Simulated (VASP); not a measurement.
# CuO2 (fluorite type) (Fm-3m) in VASP: notebook

CuO2 (fluorite type) is run at these levels: PBE; tasks: single point.

Program: VASP 6.6.1. These are calculated values, not measurements. Logs are shortened: lines on timing, memory, paths and dates and some standing lists are left out, and cuts for length are marked.

**1. The cell of the first run**

The structure is cubic, space group Fm-3m (No. 225). Conventional cell: a = 4.801 Å, b = 4.801 Å, c = 4.801 Å, α = 90.00°, β = 90.00°, γ = 90.00°. Within 2.8 Å of Cu (site symmetry m-3m) lie 8 O at 2.08 Å. O (site symmetry -43m) has 4 Cu at 2.08 Å and 6 O at 2.40 Å within 2.8 Å.

**2. Single point, PBE**

Contents of INCAR:

```
SYSTEM = CuO2
PREC = Accurate ; ENCUT = 520
EDIFF = 1E-6 ; ISMEAR = -1
SIGMA = 0.06122561905347299 ; LREAL = .False.
LASPH = .True. ; NELM = 60
ALGO = Normal ; ISIF = 2
LWAVE = .False. ; LCHARG = .True.
GGA = PE ; LELF = .True.
LVHAR = .True. ; NBANDS = 18
```

Contents of KPOINTS:

```
regular mesh
0
Gamma
  13 13 13
  0 0 0
```

Contents of POSCAR:

```
CuO2
1.0
    0.0000000000      2.4005937145      2.4005937145
    2.4005937145      0.0000000000      2.4005937145
    2.4005937145      2.4005937145      0.0000000000
Cu O
1 2
Direct
    0.0000000000      0.0000000000      0.0000000000
    0.2500000000      0.2500000000      0.2500000000
    0.7500000000      0.7500000000      0.7500000000
```

Potentials or basis: VASP PAW PBE potentials, release 64 (Cu, O).

Command:

```console
> cat potpaw_PBE.64/Cu/POTCAR potpaw_PBE.64/O/POTCAR > POTCAR
> mpirun -np 1 vasp_std > vasp.out
```

OUTCAR:

```text
SYSTEM = CuO2
   PREC = Accurate
   ENCUT = 520
   EDIFF = 1E-6
   ISMEAR = -1
   LREAL = .False.
   LASPH = .True.
   NELM = 60
   ISIF = 2
   GGA = PE

 ion  position               nearest neighbor table
   1  0.000  0.000  0.000-   3 2.08   3 2.08   3 2.08   2 2.08   3 2.08   2 2.08   2 2.08   2 2.08

   2  0.250  0.250  0.250-   1 2.08   1 2.08   1 2.08   1 2.08
   3  0.750  0.750  0.750-   1 2.08   1 2.08   1 2.08   1 2.08

  LATTYP: Found a face centered cubic cell.
 ALAT       =     4.8011874290

  Lattice vectors:

 A1 = (   0.0000000000,   2.4005937145,   2.4005937145)
 A2 = (   2.4005937145,   0.0000000000,   2.4005937145)
 A3 = (   2.4005937145,   2.4005937145,   0.0000000000)

Analysis of symmetry for initial positions (statically):
=====================================================================
 Subroutine PRICEL returns:
 Original cell was already a primitive cell.

 Routine SETGRP: Setting up the symmetry group for a
 face centered cubic supercell.

 Subroutine GETGRP returns: Found 48 space group operations
 (whereof 48 operations were pure point group operations)
 out of a pool of 48 trial point group operations.

The static configuration has the point symmetry O_h .

Analysis of symmetry for dynamics (positions and initial velocities):
=====================================================================
 Subroutine PRICEL returns:
 Original cell was already a primitive cell.

 Routine SETGRP: Setting up the symmetry group for a
 face centered cubic supercell.

 Subroutine GETGRP returns: Found 48 space group operations
 (whereof 48 operations were pure point group operations)
 out of a pool of 48 trial point group operations.

The dynamic configuration has the point symmetry O_h .

 Subroutine INISYM returns: Found 48 space group operations
 (whereof 48 operations are pure point group operations),
 and found     1 'primitive' translations

----------------------------------------------------------------------------------------

                                     Primitive cell

  volume of cell :      27.6685

  direct lattice vectors                    reciprocal lattice vectors
     0.000000000  2.400593714  2.400593714    -0.208281808  0.208281808  0.208281808
     2.400593714  0.000000000  2.400593714     0.208281808 -0.208281808  0.208281808
     2.400593714  2.400593714  0.000000000     0.208281808  0.208281808 -0.208281808

  length of vectors
     3.394952189  3.394952189  3.394952189     0.360754674  0.360754674  0.360754674

  position of ions in fractional coordinates (direct lattice)
     0.000000000  0.000000000  0.000000000
     0.250000000  0.250000000  0.250000000
     0.750000000  0.750000000  0.750000000

  ion indices of the primitive-cell ions
   primitive index   ion index
                 1           1
                 2           2
                 3           3

----------------------------------------------------------------------------------------

 KPOINTS: regular mesh

Automatic generation of k-mesh.
 Grid dimensions read from file:
 generate k-points for:   13   13   13

 Generating k-lattice:

  Cartesian coordinates                     Fractional coordinates (reciprocal lattice)
    -0.016021678  0.016021678  0.016021678     0.076923077  0.000000000  0.000000000
     0.016021678 -0.016021678  0.016021678     0.000000000  0.076923077  0.000000000
     0.016021678  0.016021678 -0.016021678     0.000000000  0.000000000  0.076923077

  Length of vectors
     0.027750360  0.027750360  0.027750360

  Shift w.r.t. Gamma in fractional coordinates (k-lattice)
     0.000000000  0.000000000  0.000000000

 Subroutine IBZKPT returns following result:
 ===========================================

 Found     84 irreducible k-points:

 Following reciprocal coordinates:
            Coordinates               Weight
  0.000000  0.000000  0.000000      1.000000
  0.076923  0.000000  0.000000      8.000000
  0.153846  0.000000  0.000000      8.000000
  0.230769  0.000000  0.000000      8.000000
  0.307692  0.000000  0.000000      8.000000
  0.384615  0.000000  0.000000      8.000000
[... 16 lines left out ...]
  0.384615  0.153846  0.000000     24.000000
  0.461538  0.153846  0.000000     24.000000
 [... further k-points ...]
   k-points           NKPTS =     84   k-points in BZ     NKDIM =     84   number of bands    NBANDS=     18
   number of dos      NEDOS =    301   number of ions     NIONS =      3
   total plane-waves  NPLWV =  21952
   dimension x,y,z NGX =    28 NGY =   28 NGZ =   28
   dimension x,y,z NGXF=    56 NGYF=   56 NGZF=   56
   ions per type =               1   2
   NGX,Y,Z   is equivalent  to a cutoff of  13.71, 13.71, 13.71 a.u.
   NGXF,Y,Z  is equivalent  to a cutoff of  27.42, 27.42, 27.42 a.u.
 SYSTEM =  CuO2
   PREC   = accura    normal or accurate (medium, high low for compatibility)
   ISTART =      0    job   : 0-new  1-cont  2-samecut
   ICHARG =      2    charge: 1-file 2-atom 10-const
   ISPIN  =      1    spin polarized calculation?
   LNONCOLLINEAR =      F non collinear calculations
   LSORBIT =      F    spin-orbit coupling
   LASPH  =      T    aspherical Exc in radial PAW
   ENCUT  =  520.0 eV  38.22 Ry    6.18 a.u.   6.31  6.31  6.31*2*pi/ulx,y,z
   NELM   =     60;   NELMIN=  2; NELMDL= -5     # of ELM steps
   EDIFF  = 0.1E-05   stopping-criterion for ELM
   LREAL  =      F    real-space projection
   EDIFFG = 0.1E-04   stopping-criterion for IOM
   NSW    =      0    number of steps for IOM
   IBRION =     -1    ionic relax: 0-MD 1-quasi-New 2-CG
   NFREE  =      0    steps in history (QN), initial steepest desc. (CG)
   ISIF   =      2    stress and relaxation
   ISYM   =      2    0-nonsym 1-usesym 2-fastsym
   POTIM  = 0.5000    time-step for ionic-motion
   TEBEG  =    0.0;   TEEND  =   0.0 temperature during run
   PSTRESS=    0.0 pullay stress
   NELECT =      23.0000    total number of electrons
   NUPDOWN=      -1.0000    fix difference up-down
   EMIN   =  10.00;   EMAX   =-10.00  energy-range for DOS
   EFERMI =   0.00;   METHOD = LEGACY
   ISMEAR =    -1;   SIGMA  =   0.06  broadening in eV -4-tet -1-fermi 0-gaus
   EFERMI_NEDOS =   21; number of points for ismear=-14 and -15
   IALGO  =     38    algorithm
   IMIX   =      4    mixing-type and parameters
     AMIX     =   0.40;   BMIX     =  1.00
     AMIX_MAG =   1.60;   BMIX_MAG =  1.00
  volume/ion in A,a.u.               =       9.22        62.24
  Fermi-wavevector in a.u.,A,eV,Ry     =   1.539296  2.908847 32.238078  2.369432
  Thomas-Fermi vector in A             =   2.645544
   LORBIT       =      0    0 simple, 1 ext, 2 COOP (PROOUT), +10 PAW based schemes
   GGA     = PE    functional components
   LHFCALC =     F    Hartree Fock is set to
   AEXX    =    0.0000 exact exchange contribution
   IVDW    =     0    specifies the selected vdW correction
   LEPSILON=     F    determine dielectric tensor
   LRPA    =     F    only Hartree local field effects (RPA)
 non-spin polarized calculation
  energy-cutoff  :      520.00
  volume of cell :       27.67
 maximum number of plane-waves:       757
 NGX is ok and might be reduce to    28
   NGX = 13   NGY = 13   NGZ = 13

 number of electron      22.9999999 magnetization

 Free energy of the ion-electron system (eV)
  ---------------------------------------------------
  ext. energy  EPLUGINS =         0.00000000
  ---------------------------------------------------
  free energy    TOTEN  =       -12.96464078 eV

  energy without entropy =      -12.86526166  energy(sigma->0) =      -12.91495122

 E-fermi :   4.4685     XC(G=0): -11.9532

 val. band max:        4.4674611675   @ k =   0.2308   0.1538   0.0769
 cond. band min:       4.4692365286   @ k =   0.4615   0.3077   0.0769
 fundamental gap:      0.0017753611
 Fermi energy:         4.4685233322

 k-point     1 :       0.0000    0.0000    0.0000
  band No.  band energies     occupation
      1     -15.4441      2.00000
      2     -11.3618      2.00000
      3      -1.4196      2.00000
      4      -1.4196      2.00000
      5      -1.4196      2.00000
      6       1.5206      2.00000
[... 10 lines left out ...]
     17      16.4330      0.00000
     18      23.1541      0.00000

 k-point     2 :       0.0769    0.0000    0.0000
  band No.  band energies     occupation
      1     -15.3857      2.00000
      2     -11.4326      2.00000
      3      -1.3820      2.00000
      4      -1.3820      2.00000
      5      -1.3106      2.00000
      6       1.4843      2.00000
[... 10 lines left out ...]
     17      16.5924      0.00000
     18      23.6519      0.00000

 k-point     3 :       0.1538    0.0000    0.0000
  band No.  band energies     occupation
      1     -15.2131      2.00000
      2     -11.6343      2.00000
      3      -1.2739      2.00000
      4      -1.2739      2.00000
      5      -1.0026      2.00000
      6       1.3928      2.00000
[... 10 lines left out ...]
     17      17.0530      0.00000
     18      23.8476      0.00000

 k-point     4 :       0.2308    0.0000    0.0000
  band No.  band energies     occupation
      1     -14.9382      2.00000
      2     -11.9402      2.00000
      3      -1.1111      2.00000
      4      -1.1111      2.00000
      5      -0.5455      2.00000
      6       1.2893      2.00000
[... 10 lines left out ...]
     17      17.7630      0.00000
     18      23.9092      0.00000

 k-point     5 :       0.3077    0.0000    0.0000
  band No.  band energies     occupation
      1     -14.5782      2.00000
      2     -12.3209      2.00000
      3      -0.9233      2.00000
      4      -0.9233      2.00000
      5      -0.0057      2.00000
      6       1.0920      2.00000
[... 10 lines left out ...]
     17      18.6325      0.00000
     18      23.9244      0.00000

 k-point     6 :       0.3846    0.0000    0.0000
  band No.  band energies     occupation
      1     -14.1571      2.00000
      2     -12.7503      2.00000
      3      -0.7558      2.00000
      4      -0.7558      2.00000
      5       0.4922      2.00000
      6       0.6432      2.00000
[... 10 lines left out ...]
     17      19.5098      0.00000
     18      23.8367      0.00000

 k-point     7 :       0.4615    0.0000    0.0000
  band No.  band energies     occupation
      1     -13.7089      2.00000
      2     -13.1999      2.00000
      3      -0.6575      2.00000
      4      -0.6575      2.00000
      5       0.3044      2.00000
      6       1.0006      2.00000
[... 10 lines left out ...]
     17      20.1239      0.00000
     18      23.6900      0.00000

 k-point     8 :       0.0769    0.0769    0.0000
  band No.  band energies     occupation
      1     -15.3664      2.00000
      2     -11.4542      2.00000
      3      -1.3996      2.00000
      4      -1.3996      2.00000
      5      -1.2147      2.00000
      6       1.3956      2.00000
[... 10 lines left out ...]
     17      16.7308      0.00000
     18      23.5135      0.00000
[... 229 lines left out ...]
     17      17.0053      0.00000
     18      23.7676      0.00000

 k-point    20 :       0.1538    0.1538    0.0000
  band No.  band energies     occupation
      1     -15.1417      2.00000
      2     -11.6962      2.00000
      3      -1.3359      2.00000
      4      -1.3359      2.00000
      5      -0.6527      2.00000
      6       0.8621      2.00000
[... 10 lines left out ...]
     17      17.5510      0.00000
     18      23.0735      0.00000

 k-point    21 :       0.2308    0.1538    0.0000
  band No.  band energies     occupation
      1     -14.9467      2.00000
      2     -11.8914      2.00000
      3      -1.2577      2.00000
      4      -1.2474      2.00000
      5      -0.2461      2.00000
      6       0.4183      2.00000
[... 10 lines left out ...]
     17      18.1659      0.00000
     18      22.7365      0.00000

 k-point    22 :       0.3077    0.1538    0.0000
  band No.  band energies     occupation
      1     -14.6615      2.00000
      2     -12.1712      2.00000
      3      -1.1200      2.00000
      4      -1.1099      2.00000
      5      -0.0281      2.00000
      6       0.2510      2.00000
[... 10 lines left out ...]
     17      18.9264      0.00000
     18      22.3990      0.00000

 k-point    23 :       0.3846    0.1538    0.0000
  band No.  band energies     occupation
      1     -14.3071      2.00000
      2     -12.5135      2.00000
      3      -1.0136      2.00000
      4      -0.9410      2.00000
      5      -0.3707      2.00000
      6       0.7880      2.00000
[... 10 lines left out ...]
     17      19.7188      0.00000
     18      22.0383      0.00000

 k-point    24 :       0.4615    0.1538    0.0000
  band No.  band energies     occupation
      1     -13.9095      2.00000
      2     -12.8986      2.00000
      3      -1.0671      2.00000
      4      -0.7442      2.00000
      5      -0.5003      2.00000
      6       1.1578      2.00000
[... 10 lines left out ...]
     17      20.3680      0.00000
     18      21.7414      0.00000

 [... further k-points ...]

------------------------ aborting loop because EDIFF is reached ----------------------------------------

  FORCE on cell =-STRESS in cart. coord.  units (eV):
  Direction    XX          YY          ZZ          XY          YZ          ZX
  --------------------------------------------------------------------------------------
  -------------------------------------------------------------------------------------
  Total        0.6955142      0.6955142      0.6955142      0.0000000      0.0000000     -0.0000000
  in kB       40.2745421     40.2745421     40.2745421      0.0000000      0.0000000     -0.0000000
  external PRESSURE =      40.2745421 kB  Pullay stress =       0.0000000 kB

 VOLUME and BASIS-vectors are now :
 -----------------------------------------------------------------------------
  energy-cutoff  :      520.00
  volume of cell :       27.67
      direct lattice vectors                 reciprocal lattice vectors
     0.000000000  2.400593714  2.400593714    -0.208281808  0.208281808  0.208281808
     2.400593714  0.000000000  2.400593714     0.208281808 -0.208281808  0.208281808
     2.400593714  2.400593714  0.000000000     0.208281808  0.208281808 -0.208281808

 POSITION                                       TOTAL-FORCE (eV/Angst)
 -----------------------------------------------------------------------------------
      0.00000      0.00000      0.00000         0.000000      0.000000      0.000000
      1.20030      1.20030      1.20030         0.000000      0.000000      0.000000
      3.60089      3.60089      3.60089        -0.000000     -0.000000     -0.000000
 -----------------------------------------------------------------------------------
    total drift:                               -0.000000      0.000000      0.000000

  FREE ENERGIE OF THE ION-ELECTRON SYSTEM (eV)
  ---------------------------------------------------
  free  energy   TOTEN  =       -12.9646407762 eV

  energy  without entropy=      -12.8652616609  energy(sigma->0) =      -12.91495122
```

It took 57 s on 1 thread of AMD EPYC 7R13 (Zen 3), shared host; peak memory 0.15 GiB.

Results:

* Free energy: -12.9646 eV
* Pressure: 4.0 GPa
* Band gap on the k mesh: zero (an odd number of electrons rules out a gap without spin polarisation)

Caveat: the cell stands under pressure; an odd number of electrons without spin polarisation forces a metal; a magnetic or distorted state may lie lower; semilocal functionals often make such compounds metallic where correlation or magnetic order opens a gap, which also shifts bond lengths. With open d or f shells a metallic result of PBE can be an artefact of self-interaction; +U or a hybrid may open a gap.

(Part 1 of 2 ends here.)
